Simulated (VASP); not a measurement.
Set up this calculation in VASP 6.6.1, as the native input.

```
Task                   : single point
Functional             : BLYP
Potentials or basis    : VASP PAW PBE potentials, release 64 (Co)
Cutoff                 : 520 eV
k mesh                 : 14 × 14 × 10
Occupations            : fermi-dirac, width 0.05 eV
Spin                   : collinear spin, ferromagnetic start
Starting moments       : [-1.668, -1.668] μB
Dipole correction      : no
Further INCAR settings : ALGO = Normal; EDIFF = 1e-07; NBANDS = 20
```

The structure of Co lies in POSCAR:

```
Co
1.0
    2.4113343318      0.0000000000      0.0000000000
    0.0000000000      2.4113343318      0.0000000000
    0.0000000000      0.0000000000      3.4064345043
Co
2
Direct
    0.0000000000      0.0000000000      0.0000000000
    0.5000000000      0.5000000000      0.5000000000
```

This isn't the form of Co at room conditions, which is hcp.

These files were run (other wordings do the same):

INCAR

```
SYSTEM = Co
PREC     = Accurate       ! precision mode
ENCUT    = 520            ! plane-wave cutoff, eV
EDIFF    = 1E-7           ! SCF threshold, eV
ISMEAR   = -1             ! smearing method
SIGMA    = 0.05           ! smearing width, eV
LREAL    = .False.        ! projectors in reciprocal space
LASPH    = .True.         ! aspherical terms in the spheres
NELM     = 150            ! most SCF steps
ALGO     = Normal         ! electronic algorithm
ISIF     = 2              ! what is computed and relaxed
LWAVE    = .False.        ! write WAVECAR
LCHARG   = .False.        ! write CHGCAR
ISPIN    = 2              ! spin polarisation
MAGMOM   = -1.668 -1.668  ! initial moments
LORBIT   = 11             ! projections on sites
LMAXMIX  = 4              ! l up to which the mixer works
GGA      = B5             ! functional
ALDAX    = 1.0          
AGGAX    = 1.0          
AGGAC    = 1.0          
ALDAC    = 0.0          
NBANDS   = 20             ! bands
```

KPOINTS

```
Automatic mesh
0
Gamma
  14 14 10
  0 0 0
```

Potentials or basis: VASP PAW PBE potentials, release 64 (Co).

Launch:

```console
$ cat potpaw_PBE.64/Co/POTCAR > POTCAR
$ mpirun -np 1 vasp_std > vasp.out
```

Results of the run:

The pressure is 35.7 GPa. The net moment is -3.07 μB per cell and the site moments are Co -1.53 μB. The valence electrons inside the program's atomic spheres are Co 8.49.

Caveat: the cell stands under pressure; the PAW data sets were made with another functional, which shifts forces and pressure a little.

It took 69 s on 1 thread of Intel(R) Xeon(R) 6975P-C (Granite Rapids), with other jobs on the host, peak memory 0.22 GiB.
